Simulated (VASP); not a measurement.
# P in VASP: notebook

P is run at these levels: PBEsol; tasks: electric field gradients, single point.

All numbers are computed with VASP 6.6.1; they aren't measurements. Logs are shortened: lines on timing, memory, paths and dates and some standing lists are left out, and cuts for length are marked.

## 1. The cell of the first run

Symmetry: P4/mmm, No. 123, tetragonal system. The conventional cell has a = 4.215 Å, b = 4.215 Å, c = 4.319 Å, α = 90.00°, β = 90.00°, γ = 90.00°. Within 5.5 Å of P (site symmetry 4/mmm) lie 6 P at 4.22 to 4.32 Å.

## 2. Electric field gradients, PBEsol (76.73 Å³/atom)

Contents of INCAR:

```
PREC = Accurate
ENCUT = 400
EDIFF = 1E-8
ISMEAR = -1
SIGMA = 0.08
LREAL = F
LASPH = T
NELM = 120
ALGO = Normal
ISIF = 2
LWAVE = F
LCHARG = F
GGA = PS
LEFG = T
NBANDS = 8
GGA_COMPAT = F
```

Contents of KPOINTS:

```
Automatic mesh
0
Gamma
  10 10 9
```

Contents of POSCAR:

```
P
1.0
    4.2151558207      0.0000000000      0.0000000000
    0.0000000000      4.2151558207      0.0000000000
    0.0000000000      0.0000000000      4.3188305846
P
1
Direct
    0.0000000000      0.0000000000      0.0000000000
```

Potentials or basis: VASP PAW PBE potentials, release 64 (P).

Launch:

```bash
cat potpaw_PBE.64/P/POTCAR > POTCAR
mpirun -np 1 vasp_std > vasp.out
```

OUTCAR:

```text
PREC = Accurate
   ENCUT = 400
   EDIFF = 1E-8
   ISMEAR = -1
   LREAL = F
   LASPH = T
   NELM = 120
   ISIF = 2
   GGA = PS

 ion  position               nearest neighbor table
   1  0.000  0.000  0.000-

  LATTYP: Found a simple tetragonal cell.
 ALAT       =     4.2151558207
 C/A-ratio  =     1.0245957133

  Lattice vectors:

 A1 = (   4.2151558207,   0.0000000000,   0.0000000000)
 A2 = (   0.0000000000,   4.2151558207,   0.0000000000)
 A3 = (   0.0000000000,   0.0000000000,   4.3188305846)

Analysis of symmetry for initial positions (statically):
=====================================================================
 Subroutine PRICEL returns:
 Original cell was already a primitive cell.

 Routine SETGRP: Setting up the symmetry group for a
 simple tetragonal supercell.

 Subroutine GETGRP returns: Found 16 space group operations
 (whereof 16 operations were pure point group operations)
 out of a pool of 16 trial point group operations.

The static configuration has the point symmetry D_4h.

Analysis of symmetry for dynamics (positions and initial velocities):
=====================================================================
 Subroutine PRICEL returns:
 Original cell was already a primitive cell.

 Routine SETGRP: Setting up the symmetry group for a
 simple tetragonal supercell.

 Subroutine GETGRP returns: Found 16 space group operations
 (whereof 16 operations were pure point group operations)
 out of a pool of 16 trial point group operations.

The dynamic configuration has the point symmetry D_4h.

 Subroutine INISYM returns: Found 16 space group operations
 (whereof 16 operations are pure point group operations),
 and found     1 'primitive' translations

----------------------------------------------------------------------------------------

                                     Primitive cell

  volume of cell :      76.7350

  direct lattice vectors                    reciprocal lattice vectors
     4.215155821  0.000000000  0.000000000     0.237239154  0.000000000  0.000000000
     0.000000000  4.215155821  0.000000000     0.000000000  0.237239154  0.000000000
     0.000000000  0.000000000  4.318830585     0.000000000  0.000000000  0.231544160

  length of vectors
     4.215155821  4.215155821  4.318830585     0.237239154  0.237239154  0.231544160

  position of ions in fractional coordinates (direct lattice)
     0.000000000  0.000000000  0.000000000

  ion indices of the primitive-cell ions
   primitive index   ion index
                 1           1

----------------------------------------------------------------------------------------

 KPOINTS: Automatic mesh

Automatic generation of k-mesh.
 Grid dimensions read from file:
 generate k-points for:   10   10    9

 Generating k-lattice:

  Cartesian coordinates                     Fractional coordinates (reciprocal lattice)
     0.023723915  0.000000000  0.000000000     0.100000000  0.000000000  0.000000000
     0.000000000  0.023723915  0.000000000     0.000000000  0.100000000  0.000000000
     0.000000000  0.000000000  0.025727129     0.000000000  0.000000000  0.111111111

  Length of vectors
     0.023723915  0.023723915  0.025727129

  Shift w.r.t. Gamma in fractional coordinates (k-lattice)
     0.000000000  0.000000000  0.000000000

 Subroutine IBZKPT returns following result:
 ===========================================

 Found    105 irreducible k-points:

 Following reciprocal coordinates:
            Coordinates               Weight
  0.000000  0.000000  0.000000      1.000000
  0.100000  0.000000  0.000000      4.000000
  0.200000  0.000000  0.000000      4.000000
  0.300000  0.000000  0.000000      4.000000
  0.400000  0.000000  0.000000      4.000000
  0.500000  0.000000  0.000000      2.000000
[... 16 lines left out ...]
  0.100000  0.000000  0.111111      8.000000
  0.200000  0.000000  0.111111      8.000000
 [... further k-points ...]
   k-points           NKPTS =    105   k-points in BZ     NKDIM =    105   number of bands    NBANDS=      8
   number of dos      NEDOS =    301   number of ions     NIONS =      1
   total plane-waves  NPLWV =  21952
   dimension x,y,z NGX =    28 NGY =   28 NGZ =   28
   dimension x,y,z NGXF=    56 NGYF=   56 NGZF=   56
   ions per type =               1
   NGX,Y,Z   is equivalent  to a cutoff of  11.04, 11.04, 10.78 a.u.
   NGXF,Y,Z  is equivalent  to a cutoff of  22.09, 22.09, 21.56 a.u.
 SYSTEM =  unknown system
   PREC   = accura    normal or accurate (medium, high low for compatibility)
   ISTART =      0    job   : 0-new  1-cont  2-samecut
   ICHARG =      2    charge: 1-file 2-atom 10-const
   ISPIN  =      1    spin polarized calculation?
   LNONCOLLINEAR =      F non collinear calculations
   LSORBIT =      F    spin-orbit coupling
   LASPH  =      T    aspherical Exc in radial PAW
   ENCUT  =  400.0 eV  29.40 Ry    5.42 a.u.   6.87  6.87  7.04*2*pi/ulx,y,z
   NELM   =    120;   NELMIN=  2; NELMDL= -5     # of ELM steps
   EDIFF  = 0.1E-07   stopping-criterion for ELM
   LREAL  =      F    real-space projection
   EDIFFG = 0.1E-06   stopping-criterion for IOM
   NSW    =      0    number of steps for IOM
   IBRION =     -1    ionic relax: 0-MD 1-quasi-New 2-CG
   NFREE  =      0    steps in history (QN), initial steepest desc. (CG)
   ISIF   =      2    stress and relaxation
   ISYM   =      2    0-nonsym 1-usesym 2-fastsym
   POTIM  = 0.5000    time-step for ionic-motion
   TEBEG  =    0.0;   TEEND  =   0.0 temperature during run
   PSTRESS=    0.0 pullay stress
   NELECT =       5.0000    total number of electrons
   NUPDOWN=      -1.0000    fix difference up-down
   EMIN   =  10.00;   EMAX   =-10.00  energy-range for DOS
   EFERMI =   0.00;   METHOD = LEGACY
   ISMEAR =    -1;   SIGMA  =   0.08  broadening in eV -4-tet -1-fermi 0-gaus
   EFERMI_NEDOS =   21; number of points for ismear=-14 and -15
   IALGO  =     38    algorithm
   IMIX   =      4    mixing-type and parameters
     AMIX     =   0.40;   BMIX     =  1.00
     AMIX_MAG =   1.60;   BMIX_MAG =  1.00
  volume/ion in A,a.u.               =      76.73       517.83
  Fermi-wavevector in a.u.,A,eV,Ry     =   0.658770  1.244894  5.904625  0.433978
  Thomas-Fermi vector in A             =   1.730696
   LORBIT       =      0    0 simple, 1 ext, 2 COOP (PROOUT), +10 PAW based schemes
   GGA     = PS    functional components
   LHFCALC =     F    Hartree Fock is set to
   AEXX    =    0.0000 exact exchange contribution
   IVDW    =     0    specifies the selected vdW correction
   LEPSILON=     F    determine dielectric tensor
   LRPA    =     F    only Hartree local field effects (RPA)
 non-spin polarized calculation
  energy-cutoff  :      400.00
  volume of cell :       76.73
 maximum number of plane-waves:      1414
 NGX is ok and might be reduce to    28
   NGX = 13   NGY = 13   NGZ = 15

 number of electron       5.0000003 magnetization

 Free energy of the ion-electron system (eV)
  ---------------------------------------------------
  ext. energy  EPLUGINS =         0.00000000
  ---------------------------------------------------
  free energy    TOTEN  =        -1.28515518 eV

  energy without entropy =       -1.21793207  energy(sigma->0) =       -1.25154362

 E-fermi :  -2.9642     XC(G=0):  -5.1783

 val. band max:       -2.9654376724   @ k =   0.2000   0.1000   0.0000
 cond. band min:      -2.9635222324   @ k =   0.2000   0.2000   0.0000
 fundamental gap:      0.0019154400
 Fermi energy:        -2.9642031208

 k-point     1 :       0.0000    0.0000    0.0000
  band No.  band energies     occupation
      1     -11.7277      2.00000
      2      -2.4850      0.00500
      3      -2.3693      0.00118
      4      -2.3693      0.00118
      5       1.7024      0.00000
      6       4.4874      0.00000
      7       4.5706      0.00000
      8       9.2300      0.00000

 k-point     2 :       0.1000    0.0000    0.0000
  band No.  band energies     occupation
      1     -11.7102      2.00000
      2      -2.5569      0.01223
      3      -2.4699      0.00414
      4      -2.3548      0.00098
      5       1.8767      0.00000
      6       4.5576      0.00000
      7       4.7344      0.00000
      8       8.6007      0.00000
[... 221 lines left out ...]
 k-point    23 :       0.1000    0.0000    0.1111
  band No.  band energies     occupation
      1     -11.6926      2.00000
      2      -2.6726      0.05092
      3      -2.5322      0.00899
      4      -2.3400      0.00082
      5       2.0824      0.00000
      6       4.7054      0.00000
      7       4.8222      0.00000
      8       7.9993      0.00000

 k-point    24 :       0.2000    0.0000    0.1111
  band No.  band energies     occupation
      1     -11.6463      2.00000
      2      -2.9655      1.00784
      3      -2.6125      0.02435
      4      -2.3018      0.00051
      5       2.4814      0.00000
      6       4.8506      0.00000
      7       5.2181      0.00000
      8       7.2342      0.00000

 [... further k-points ...]
[... 5 lines left out ...]
  --------------------------------------------------------------------------------------
  -------------------------------------------------------------------------------------
  Total       -2.0695844     -2.0695844     -1.8309976      0.0000000      0.0000000      0.0000000
  in kB      -43.2115949    -43.2115949    -38.2300548      0.0000000      0.0000000      0.0000000
  external PRESSURE =     -41.5510815 kB  Pullay stress =       0.0000000 kB

 VOLUME and BASIS-vectors are now :
 -----------------------------------------------------------------------------
  energy-cutoff  :      400.00
  volume of cell :       76.73
      direct lattice vectors                 reciprocal lattice vectors
     4.215155821  0.000000000  0.000000000     0.237239154  0.000000000  0.000000000
     0.000000000  4.215155821  0.000000000     0.000000000  0.237239154  0.000000000
     0.000000000  0.000000000  4.318830585     0.000000000  0.000000000  0.231544160

 POSITION                                       TOTAL-FORCE (eV/Angst)
 -----------------------------------------------------------------------------------
      0.00000      0.00000      0.00000         0.000000      0.000000      0.000000
 -----------------------------------------------------------------------------------
    total drift:                               -0.000000      0.000000     -0.000000

  FREE ENERGIE OF THE ION-ELECTRON SYSTEM (eV)
  ---------------------------------------------------
  free  energy   TOTEN  =        -1.2851551756 eV

  energy  without entropy=       -1.2179320668  energy(sigma->0) =       -1.25154362

 Electric field gradients (V/A^2)
---------------------------------------------------------------------
 ion       V_xx      V_yy      V_zz      V_xy      V_xz      V_yz
---------------------------------------------------------------------
   1       0.359     0.359    -0.718     0.000    -0.000     0.000
---------------------------------------------------------------------

 Electric field gradients after diagonalization (V/A^2)
 (convention: |V_zz| > |V_xx| > |V_yy|)
----------------------------------------------------------------------
 ion       V_xx      V_yy      V_zz     asymmetry (V_yy - V_xx)/ V_zz
----------------------------------------------------------------------
   1       0.359     0.359    -0.718       0.000
----------------------------------------------------------------------

           NMR quadrupolar parameters

 Cq : quadrupolar parameter    Cq=e*Q*V_zz/h
 eta: asymmetry parameters     (V_yy - V_xx)/ V_zz
 Q  : nuclear electric quadrupole moment in mb (millibarn)
----------------------------------------------------------------------
 ion       Cq(MHz)       eta       Q (mb)
----------------------------------------------------------------------
   1      -0.002       0.000       1.000
----------------------------------------------------------------------
```

Wall time 14 s (1 thread of Intel Xeon 6975P-C (Granite Rapids), shared host); peak memory 0.16 GiB.

What came out:

```
Free energy                             : -1.2852 eV
Pressure                                : -4.2 GPa
Band gap on the k mesh                  : zero (an odd number of electrons rules out a gap without spin polarisation)
Largest electric field gradient by atom : P -0.7 V/Å²
```

Stress tensor (GPa, compression positive):
```
-4.32  0.00  0.00
 0.00 -4.32  0.00
 0.00  0.00 -3.82
```

Electric field gradients, principal values (V/Å²):
| atom | least | middle | greatest (by size) |
| --- | --- | --- | --- |
| 1 P | 0.359 | 0.359 | -0.718 |

Caveat: the cell stands under tension; without QUAD_EFG the Cq values of the log hold for a quadrupole moment of 1 mb, not for the nuclei; the PAW data sets were made with another functional, which shifts forces and pressure a little.

(Part 1 of 3 ends here.)
